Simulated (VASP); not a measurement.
Input of a VASP 6.6.1 run:

Contents of INCAR:

```
SYSTEM = TeO4
  ALGO = Normal
  EDIFF = 1E-6
  ENCUT = 600
  GGA = PE
  GGA_COMPAT = .False.
  ISIF = 2
  ISMEAR = 0
  LASPH = .True.
  LCHARG = .False.
  LREAL = .False.
  LWAVE = .False.
  NBANDS = 23
  NELM = 120
  PREC = Accurate
  SIGMA = 0.2
```

KPOINTS

```
k-points
0
Gamma
  4 4 4
  0 0 0
```

The input POSCAR:

```
TeO4
1.0
   -2.4270485867      2.4270485867      2.4270485867
    2.4270485867     -2.4270485867      2.4270485867
    2.4270485867      2.4270485867     -2.4270485867
Te O
1 4
Direct
    0.0000000000      0.0000000000      0.0000000000
    0.5000000000      0.5000000000      0.5000000000
    0.0000000000      0.0000000000      0.5000000000
    0.0000000000      0.5000000000      0.0000000000
    0.5000000000      0.0000000000      0.0000000000
```

Potentials or basis: VASP PAW PBE potentials, release 64 (Te, O).

Command:

```sh
$ cat potpaw_PBE.64/Te/POTCAR potpaw_PBE.64/O/POTCAR > POTCAR
$ mpirun -np 1 vasp_std > vasp.out
```

Problem. Predict the band gap on the k mesh.

Solution. Zero (bands 15 and 16 overlap by 2.12 eV).

Problem. Predict the pressure.

Solution. -1.0 GPa.

Caveat: the k points lie up to 0.46 Å⁻¹ apart, too coarse for converged energies and pressures of a metal; spin-orbit coupling is left out, which moves the levels of the heavy elements.
